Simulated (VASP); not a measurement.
# FeCo (Pm-3m) in VASP: further runs

The runs below take FeCo through single point, with PBE.

Program: VASP 6.6.1. These are calculated values, not measurements. Logs are shortened: lines on timing, memory, paths and dates and some standing lists are left out, and cuts for length are marked.

### 1 The cell of the first run

The structure is cubic, space group Pm-3m (No. 221). Conventional cell: a = 2.809 Å, b = 2.809 Å, c = 2.809 Å, α = 90.00°, β = 90.00°, γ = 90.00°. Within 3.2 Å of Fe (site symmetry m-3m) lie 8 Co at 2.43 Å and 6 Fe at 2.81 Å. Within 3.2 Å of Co (site symmetry m-3m) lie 8 Fe at 2.43 Å and 6 Co at 2.81 Å.

### 2 Single point, PBE, collinear spin, ferromagnetic start (11.08 Å³/atom)

INCAR reads:

```
SYSTEM = FeCo
ALGO     = Normal         ! electronic algorithm
EDIFF    = 1E-6           ! SCF threshold, eV
ENCUT    = 600            ! plane-wave cutoff, eV
GGA      = PE             ! functional
GGA_COMPAT= .FALSE.      
ISIF     = 2              ! what is computed and relaxed
ISMEAR   = -1             ! smearing method
ISPIN    = 2              ! spin polarisation
LASPH    = .TRUE.         ! aspherical terms in the spheres
LCHARG   = .FALSE.        ! write CHGCAR
LMAXMIX  = 4              ! l up to which the mixer works
LORBIT   = 11             ! projections on sites
LREAL    = .FALSE.        ! projectors in reciprocal space
LWAVE    = .FALSE.        ! write WAVECAR
MAGMOM   = 3 2            ! initial moments
NBANDS   = 20             ! bands
NELM     = 200            ! most SCF steps
PREC     = Accurate       ! precision mode
SIGMA    = 0.05           ! smearing width, eV
```

KPOINTS reads:

```
k-points
0
G
  11 11 11
  0 0 0
```

POSCAR reads:

```
FeCo
1.0
    2.8085669146      0.0000000000      0.0000000000
    0.0000000000      2.8085669146      0.0000000000
    0.0000000000      0.0000000000      2.8085669146
Fe Co
1 1
Direct
    0.5000000000      0.5000000000      0.5000000000
    0.0000000000      0.0000000000      0.0000000000
```

Potentials or basis: VASP PAW PBE potentials, release 64 (Fe, Co).

Run with:

```
$ cat potpaw_PBE.64/Fe/POTCAR potpaw_PBE.64/Co/POTCAR > POTCAR
$ mpirun -np 1 vasp_std > vasp.out
```

OUTCAR:

```text
SYSTEM = FeCo
   EDIFF = 1E-6
   ENCUT = 600
   GGA = PE
   ISIF = 2
   ISMEAR = -1
   ISPIN = 2
   LASPH = .TRUE.
   LORBIT = 11
   LREAL = .FALSE.
   NELM = 200
   PREC = Accurate

 ion  position               nearest neighbor table
   1  0.500  0.500  0.500-   2 2.43   2 2.43   2 2.43   2 2.43   2 2.43   2 2.43   2 2.43   2 2.43

   2  0.000  0.000  0.000-   1 2.43   1 2.43   1 2.43   1 2.43   1 2.43   1 2.43   1 2.43   1 2.43

  LATTYP: Found a simple cubic cell.
 ALAT       =     2.8085669146

  Lattice vectors:

 A1 = (   2.8085669146,   0.0000000000,   0.0000000000)
 A2 = (   0.0000000000,   2.8085669146,   0.0000000000)
 A3 = (   0.0000000000,   0.0000000000,   2.8085669146)

Analysis of symmetry for initial positions (statically):
=====================================================================
 Subroutine PRICEL returns:
 Original cell was already a primitive cell.

 Routine SETGRP: Setting up the symmetry group for a
 simple cubic supercell.

 Subroutine GETGRP returns: Found 48 space group operations
 (whereof 48 operations were pure point group operations)
 out of a pool of 48 trial point group operations.

The static configuration has the point symmetry O_h .

Analysis of symmetry for dynamics (positions and initial velocities):
=====================================================================
 Subroutine PRICEL returns:
 Original cell was already a primitive cell.

 Routine SETGRP: Setting up the symmetry group for a
 simple cubic supercell.

 Subroutine GETGRP returns: Found 48 space group operations
 (whereof 48 operations were pure point group operations)
 out of a pool of 48 trial point group operations.

The dynamic configuration has the point symmetry O_h .

Analysis of structural, dynamic, and magnetic symmetry:
=====================================================================
 Subroutine PRICEL returns:
 Original cell was already a primitive cell.

 Routine SETGRP: Setting up the symmetry group for a
 simple cubic supercell.

 Subroutine GETGRP returns: Found 48 space group operations
 (whereof 48 operations were pure point group operations)
 out of a pool of 48 trial point group operations.

The overall configuration has the point symmetry O_h .

 Subroutine INISYM returns: Found 48 space group operations
 (whereof 48 operations are pure point group operations),
 and found     1 'primitive' translations

----------------------------------------------------------------------------------------

                                     Primitive cell

  volume of cell :      22.1541

  direct lattice vectors                    reciprocal lattice vectors
     2.808566915  0.000000000  0.000000000     0.356053472  0.000000000  0.000000000
     0.000000000  2.808566915  0.000000000     0.000000000  0.356053472  0.000000000
     0.000000000  0.000000000  2.808566915     0.000000000  0.000000000  0.356053472

  length of vectors
     2.808566915  2.808566915  2.808566915     0.356053472  0.356053472  0.356053472

  position of ions in fractional coordinates (direct lattice)
     0.500000000  0.500000000  0.500000000
     0.000000000  0.000000000  0.000000000

  ion indices of the primitive-cell ions
   primitive index   ion index
                 1           1
                 2           2

----------------------------------------------------------------------------------------

 KPOINTS: k-points

Automatic generation of k-mesh.
 Grid dimensions read from file:
 generate k-points for:   11   11   11

 Generating k-lattice:

  Cartesian coordinates                     Fractional coordinates (reciprocal lattice)
     0.032368497  0.000000000  0.000000000     0.090909091  0.000000000  0.000000000
     0.000000000  0.032368497  0.000000000     0.000000000  0.090909091  0.000000000
     0.000000000  0.000000000  0.032368497     0.000000000  0.000000000  0.090909091

  Length of vectors
     0.032368497  0.032368497  0.032368497

  Shift w.r.t. Gamma in fractional coordinates (k-lattice)
     0.000000000  0.000000000  0.000000000

 Subroutine IBZKPT returns following result:
 ===========================================

 Found     56 irreducible k-points:

 Following reciprocal coordinates:
            Coordinates               Weight
  0.000000  0.000000  0.000000      1.000000
  0.090909  0.000000  0.000000      6.000000
  0.181818  0.000000  0.000000      6.000000
  0.272727  0.000000  0.000000      6.000000
  0.363636  0.000000  0.000000      6.000000
  0.454545  0.000000  0.000000      6.000000
[... 16 lines left out ...]
  0.181818  0.090909  0.090909     24.000000
  0.272727  0.090909  0.090909     24.000000
 [... further k-points ...]
   k-points           NKPTS =     56   k-points in BZ     NKDIM =     56   number of bands    NBANDS=     20
   number of dos      NEDOS =    301   number of ions     NIONS =      2
   total plane-waves  NPLWV =  13824
   dimension x,y,z NGX =    24 NGY =   24 NGZ =   24
   dimension x,y,z NGXF=    48 NGYF=   48 NGZF=   48
   ions per type =               1   1
   NGX,Y,Z   is equivalent  to a cutoff of  14.21, 14.21, 14.21 a.u.
   NGXF,Y,Z  is equivalent  to a cutoff of  28.41, 28.41, 28.41 a.u.
 SYSTEM =  FeCo
   PREC   = accura    normal or accurate (medium, high low for compatibility)
   ISTART =      0    job   : 0-new  1-cont  2-samecut
   ICHARG =      2    charge: 1-file 2-atom 10-const
   ISPIN  =      2    spin polarized calculation?
   LNONCOLLINEAR =      F non collinear calculations
   LSORBIT =      F    spin-orbit coupling
   LASPH  =      T    aspherical Exc in radial PAW
   ENCUT  =  600.0 eV  44.10 Ry    6.64 a.u.   5.61  5.61  5.61*2*pi/ulx,y,z
   NELM   =    200;   NELMIN=  2; NELMDL= -5     # of ELM steps
   EDIFF  = 0.1E-05   stopping-criterion for ELM
   LREAL  =      F    real-space projection
   EDIFFG = 0.1E-04   stopping-criterion for IOM
   NSW    =      0    number of steps for IOM
   IBRION =     -1    ionic relax: 0-MD 1-quasi-New 2-CG
   NFREE  =      0    steps in history (QN), initial steepest desc. (CG)
   ISIF   =      2    stress and relaxation
   ISYM   =      2    0-nonsym 1-usesym 2-fastsym
   POTIM  = 0.5000    time-step for ionic-motion
   TEBEG  =    0.0;   TEEND  =   0.0 temperature during run
   PSTRESS=    0.0 pullay stress
   NELECT =      17.0000    total number of electrons
   NUPDOWN=      -1.0000    fix difference up-down
   EMIN   =  10.00;   EMAX   =-10.00  energy-range for DOS
   EFERMI =   0.00;   METHOD = LEGACY
   ISMEAR =    -1;   SIGMA  =   0.05  broadening in eV -4-tet -1-fermi 0-gaus
   EFERMI_NEDOS =   21; number of points for ismear=-14 and -15
   IALGO  =     38    algorithm
   IMIX   =      4    mixing-type and parameters
     AMIX     =   0.40;   BMIX     =  1.00
     AMIX_MAG =   1.60;   BMIX_MAG =  1.00
  volume/ion in A,a.u.               =      11.08        74.75
  Fermi-wavevector in a.u.,A,eV,Ry     =   1.498786  2.832295 30.563586  2.246360
  Thomas-Fermi vector in A             =   2.610500
   LORBIT       =     11    0 simple, 1 ext, 2 COOP (PROOUT), +10 PAW based schemes
   GGA     = PE    functional components
   LHFCALC =     F    Hartree Fock is set to
   AEXX    =    0.0000 exact exchange contribution
   IVDW    =     0    specifies the selected vdW correction
   LEPSILON=     F    determine dielectric tensor
   LRPA    =     F    only Hartree local field effects (RPA)
 spin polarized calculation
  energy-cutoff  :      600.00
  volume of cell :       22.15
 maximum number of plane-waves:       752
 NGX is ok and might be reduce to    24
   NGX = 11   NGY = 11   NGZ = 11

 number of electron      17.0000004 magnetization       4.4086745

 Free energy of the ion-electron system (eV)
  ---------------------------------------------------
  ext. energy  EPLUGINS =         0.00000000
  ---------------------------------------------------
  free energy    TOTEN  =       -15.39201493 eV

  energy without entropy =      -15.37898021  energy(sigma->0) =      -15.38549757

 E-fermi :   8.5722     XC(G=0): -13.2654

 val. band max:        8.5697355047   @ k =   0.4545   0.0909   0.0000
 cond. band min:       8.5782000228   @ k =   0.3636   0.2727   0.0000
 fundamental gap:      0.0084645181
 Fermi energy:         8.5721898207

 spin component 1

 k-point     1 :       0.0000    0.0000    0.0000
  band No.  band energies     occupation
      1      -0.6864      1.00000
      2       2.9742      1.00000
      3       2.9742      1.00000
      4       5.4117      1.00000
      5       5.4117      1.00000
      6       5.4117      1.00000
[... 12 lines left out ...]
     19      33.4208      0.00000
     20      33.4208      0.00000

 k-point     2 :       0.0909    0.0000    0.0000
  band No.  band energies     occupation
      1      -0.5135      1.00000
      2       3.0453      1.00000
      3       3.0471      1.00000
      4       5.4108      1.00000
      5       5.4109      1.00000
      6       5.4569      1.00000
[... 12 lines left out ...]
     19      33.2301      0.00000
     20      33.2301      0.00000
[... 465 lines left out ...]
      3       3.3859      1.00000
      4       5.2150      1.00000
      5       5.2768      1.00000
      6       5.9548      1.00000
[... 12 lines left out ...]
     19      31.8243      0.00000
     20      33.7045      0.00000

 k-point    24 :       0.2727    0.0909    0.0909
  band No.  band energies     occupation
      1       1.0804      1.00000
      2       3.6201      1.00000
      3       3.6712      1.00000
      4       5.1896      1.00000
      5       5.2205      1.00000
      6       6.1525      1.00000
[... 12 lines left out ...]
     19      32.5021      0.00000
     20      33.6333      0.00000

 [... further k-points ...]

 spin component 2

 k-point     1 :       0.0000    0.0000    0.0000
  band No.  band energies     occupation
      1      -0.5395      1.00000
      2       4.8063      1.00000
      3       4.8063      1.00000
      4       7.2868      1.00000
      5       7.2868      1.00000
      6       7.2868      1.00000
[... 12 lines left out ...]
     19      33.1864      0.00000
     20      33.1864      0.00000

 k-point     2 :       0.0909    0.0000    0.0000
  band No.  band energies     occupation
      1      -0.3658      1.00000
      2       4.8639      1.00000
      3       4.8906      1.00000
      4       7.2771      1.00000
      5       7.2771      1.00000
      6       7.3327      1.00000
[... 12 lines left out ...]
     19      33.0759      0.00000
     20      33.0759      0.00000
[... 465 lines left out ...]
      3       5.2370      1.00000
      4       7.0523      1.00000
      5       7.1152      1.00000
      6       7.7178      1.00000
[... 12 lines left out ...]
     19      32.7782      0.00000
     20      33.5923      0.00000

 k-point    24 :       0.2727    0.0909    0.0909
  band No.  band energies     occupation
      1       1.2643      1.00000
      2       5.2408      1.00000
      3       5.5823      1.00000
      4       6.9932      1.00000
      5       7.0467      1.00000
      6       7.7355      1.00000
[... 12 lines left out ...]
     19      32.6465      0.00000
     20      34.2145      0.00000

 [... further k-points ...]

------------------------ aborting loop because EDIFF is reached ----------------------------------------

  FORCE on cell =-STRESS in cart. coord.  units (eV):
  Direction    XX          YY          ZZ          XY          YZ          ZX
  --------------------------------------------------------------------------------------
  -------------------------------------------------------------------------------------
  Total        0.9515877      0.9515877      0.9515877     -0.0000000     -0.0000000      0.0000000
  in kB       68.8184774     68.8184774     68.8184774     -0.0000000     -0.0000000      0.0000000
  external PRESSURE =      68.8184774 kB  Pullay stress =       0.0000000 kB

 VOLUME and BASIS-vectors are now :
 -----------------------------------------------------------------------------
  energy-cutoff  :      600.00
  volume of cell :       22.15
      direct lattice vectors                 reciprocal lattice vectors
     2.808566915  0.000000000  0.000000000     0.356053472  0.000000000  0.000000000
     0.000000000  2.808566915  0.000000000     0.000000000  0.356053472  0.000000000
     0.000000000  0.000000000  2.808566915     0.000000000  0.000000000  0.356053472

 POSITION                                       TOTAL-FORCE (eV/Angst)
 -----------------------------------------------------------------------------------
      1.40428      1.40428      1.40428         0.000000      0.000000      0.000000
      0.00000      0.00000      0.00000         0.000000      0.000000      0.000000
 -----------------------------------------------------------------------------------
    total drift:                                0.000000      0.000000     -0.000000

  FREE ENERGIE OF THE ION-ELECTRON SYSTEM (eV)
  ---------------------------------------------------
  free  energy   TOTEN  =       -15.3920149320 eV

  energy  without entropy=      -15.3789802051  energy(sigma->0) =      -15.38549757

 total charge

# of ion       s       p       d       tot
------------------------------------------
    1        0.486   0.556   6.192   7.234
    2        0.499   0.540   7.267   8.305
--------------------------------------------------
tot          0.985   1.097  13.458  15.540

 magnetization (x)

# of ion       s       p       d       tot
------------------------------------------
    1       -0.002  -0.047   2.743   2.693
    2       -0.011  -0.057   1.794   1.725
--------------------------------------------------
tot         -0.014  -0.104   4.537   4.419
```

It took 44 s on 1 thread of AMD EPYC 7R13 (Zen 3), shared host; peak memory 0.15 GiB.

Results:

```yaml
Free_energy: -15.3920 eV
Pressure: 6.9 GPa
Net_moment: 4.41 μB per cell
Site_moments: Fe +2.69; Co +1.73 μB
Valence_electrons_inside_the_program's_atomic_spheres: Fe 7.23; Co 8.30
```

Caveat: the cell stands under pressure.

### 3 Single point, PBE, collinear spin, ferromagnetic start (11.37 Å³/atom)

This run uses another cell than the first one, of 11.37 Å³/atom.

INCAR reads:

```
SYSTEM = FeCo
PREC = Accurate
ENCUT = 600
EDIFF = 1E-6
ISMEAR = -1
SIGMA = 0.05
LREAL = .False.
LASPH = .True.
NELM = 200
ALGO = Normal
ISIF = 2
LWAVE = .False.
LCHARG = .False.
ISPIN = 2
MAGMOM = 3 2
LORBIT = 11
LMAXMIX = 4
GGA = PE
NBANDS = 20
GGA_COMPAT = .False.
```

KPOINTS reads:

```
regular mesh
0
Gamma
  11 11 11
  0 0 0
```

POSCAR reads:

```
FeCo
1.0
    2.8329904615      0.0000000000      0.0000000000
    0.0000000000      2.8329904615      0.0000000000
    0.0000000000      0.0000000000      2.8329904615
Fe Co
1 1
Direct
    0.5000000000      0.5000000000      0.5000000000
    0.0000000000      0.0000000000      0.0000000000
```

Potentials or basis: VASP PAW PBE potentials, release 64 (Fe, Co).

Run with:

```
$ cat potpaw_PBE.64/Fe/POTCAR potpaw_PBE.64/Co/POTCAR > POTCAR
$ mpirun -np 1 vasp_std > vasp.out
```

It took 44 s on 1 thread of AMD EPYC 7R13 (Zen 3), shared host; peak memory 0.16 GiB.

Results (log left out):

```
Free energy                                           : -15.4071 eV
Pressure                                              : 1.5 GPa
Net moment                                            : 4.45 μB per cell
Site moments                                          : Fe +2.73; Co +1.74 μB
Valence electrons inside the program's atomic spheres : Fe 7.18; Co 8.26
```

Levels at points of the mesh, in eV from the Fermi level:
Spin up:
```tsv
k point	band 7	band 8	band 9	band 10	band 11	band 12	band 13	band 14	band 15	band 16
(0.00, 0.00, 0.00)	-2.02	-2.02	-0.90	-0.90	-0.90	9.16	9.16	9.16	14.79	14.79
```
Spin down:
```csv
k point,band 4,band 5,band 6,band 7,band 8,band 9
"(0.00, 0.00, 0.00)",-1.23,-1.23,-1.23,0.77,0.77,1.49
```

(Part 1 of 2 ends here.)
